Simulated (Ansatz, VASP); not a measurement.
## Two plane-wave programs on Be

File INCAR:

```
SYSTEM = Be
PREC     = Accurate       ! precision mode
ENCUT    = 520            ! plane-wave cutoff, eV
EDIFF    = 1E-7           ! SCF threshold, eV
ISMEAR   = 0              ! smearing method
SIGMA    = 0.1            ! smearing width, eV
LREAL    = .False.        ! projectors in reciprocal space
LASPH    = .True.         ! aspherical terms in the spheres
NELM     = 80             ! most SCF steps
ALGO     = Normal         ! electronic algorithm
ISIF     = 2              ! what is computed and relaxed
LWAVE    = .False.        ! write WAVECAR
LCHARG   = .False.        ! write CHGCAR
LDIPOL   = .True.       
IDIPOL   = 3            
DIPOL    = 0.5 0.5 0.500
GGA      = PE             ! functional
NBANDS   = 12             ! bands
```

The input KPOINTS:

```
regular mesh
0
Gamma
  6 6 1
  0 0 0
```

File POSCAR:

```
Be
1.0
    3.3699540000      0.0000000000      0.0000000000
    0.0000000000      3.3699540000      0.0000000000
    0.0000000000      0.0000000000     14.0000000000
Be
4
Direct
    0.7480774100      0.7480774100      0.5000000000
    0.2519225900      0.2519225900      0.5000000000
    0.7480774100      0.2519225900      0.5000000000
    0.2519225900      0.7480774100      0.5000000000
```

Input for Ansatz:

```yaml
crystal:
  lattice:
    - [3.369954, 0.0, 0.0]
    - [0.0, 3.369954, 0.0]
    - [0.0, 0.0, 14.0]
  atoms:
    - { symbol: Be, position: [0.74807741, 0.74807741, 0.5] }
    - { symbol: Be, position: [0.25192259, 0.25192259, 0.5] }
    - { symbol: Be, position: [0.74807741, 0.25192259, 0.5] }
    - { symbol: Be, position: [0.25192259, 0.74807741, 0.5] }
  periodic: [true, true, false]
basis:
  ecutwfc: 420
kpoints:
  mp_grid: { grid: [6, 6, 1] }
hamiltonian:
  xc: pbe
scf:
  occupations: { method: gaussian, width: 0.1 }
  lower_state_search: "off"
output:
  forces: true
  stress: true
  eigenvalues: true
```

Alike in both runs: task single point; functional PBE; k mesh 6 × 6 × 1; occupations gaussian, width 0.1 eV; no spin polarisation.

|  | VASP | Ansatz |
| --- | --- | --- |
| version | VASP 6.6.1 | Ansatz 0.2.0 |
| potentials or method | VASP PAW PBE potentials, release 64 (Be), cutoff 520 eV | scalar-relativistic, plane waves, PAW |
| valence electrons in the cell | 8 | 8 |

```tsv
	VASP	Ansatz	Ansatz less VASP
gap on the k mesh at the Fermi level (eV)	none	none	-
rms of the force components (eV/Å)	0.264	0.258	-0.0055
```

Atom by atom the forces differ by 0.005 eV/Å (rms over components). A gap of «none» marks a metal or a gap that the smearing closes. The functional is the same, so the differences come from potentials, cutoffs and numerics. Ansatz's warnings: slab cell height set.
